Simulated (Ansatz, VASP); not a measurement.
**SnO in VASP and in Ansatz**

Contents of INCAR:

```
ALGO = Normal
DIPOL = 0.5 0.5 0.394
EDIFF = 1E-7
ENCUT = 520
GGA = PE
IDIPOL = 3
ISIF = 2
ISMEAR = 0
IVDW = 12
LASPH = True
LCHARG = True
LDIPOL = True
LELF = True
LREAL = False
LVACPOTAV = True
LVHAR = True
LWAVE = False
NBANDS = 50
NELM = 80
PREC = Accurate
SIGMA = 0.05
```

The input KPOINTS:

```
k-points
0
Gamma
  7 7 1
```

POSCAR

```
SnO
1.0
    3.8201636883      0.0000000000      0.0000000000
    0.0000000000      3.8201636883      0.0000000000
    0.0000000000      0.0000000000     22.2260802162
Sn O
4 4
Direct
    0.7500000000      0.2500000000      0.2024648501
    0.2500000000      0.7500000000      0.3087831971
    0.2500000000      1.2500000000      0.4797535150
   -0.2500000000      1.7500000000      0.5860718620
    0.2500000000      0.2500000000      0.2556240236
    0.7500000000      0.7500000000      0.2556240236
   -0.2500000000      1.2500000000      0.5329126885
    0.2500000000      1.7500000000      0.5329126885
```

Input for Ansatz:

```yaml
crystal:
  lattice:
    - [3.8201634548, 0.0, 0.0]
    - [0.0, 3.8201634548, 0.0]
    - [0.0, 0.0, 22.22608119]
  atoms:
    - { symbol: Sn, position: [0.75, 0.25, 0.2024648413] }
    - { symbol: O, position: [0.25, 0.25, 0.2556240234] }
    - { symbol: O, position: [0.75, 0.75, 0.2556240234] }
    - { symbol: Sn, position: [0.25, 0.75, 0.3087832055] }
    - { symbol: Sn, position: [0.25, 1.25, 0.4797535159] }
    - { symbol: O, position: [-0.25, 1.25, 0.532912698] }
    - { symbol: O, position: [0.25, 1.75, 0.532912698] }
    - { symbol: Sn, position: [-0.25, 1.75, 0.5860718801] }
basis:
  ecutwfc: 420
kpoints:
  mp_grid: { grid: [7, 7, 1] }
hamiltonian:
  xc: pbe
  pseudopotentials: { kind: paw, azcp: { folder: soft_1 } }
  dispersion: d3bj
scf:
  occupations: { method: gaussian, width: 0.05 }
output:
  forces: true
  eigenvalues: true
efield:
  axis: 3
  dipole_correction: true
  ramp_width: 0.04
```

Alike in both runs: task single point; functional PBE; dispersion D3(BJ); k mesh 7 × 7 × 1; occupations gaussian, width 0.05 eV; no spin polarisation.

|  | VASP | Ansatz |
| --- | --- | --- |
| version | VASP 6.6.1 | Ansatz 0.2.0 |
| potentials or method | VASP PAW PBE potentials, release 64 (Sn_d, O), cutoff 520 eV | scalar-relativistic, plane waves, PAW |
| valence electrons in the cell | 80 | 80 |

Ansatz gave:

- gap on the k mesh at the Fermi level (eV): 2.14
- least direct gap on the mesh (eV): 2.35
- rms of the force components (eV/Å): 0.008

Task: What did VASP give for the same quantities?

Result: gap on the k mesh at the Fermi level (eV): 2.14; least direct gap on the mesh (eV): 2.34; rms of the force components (eV/Å): 0.035.
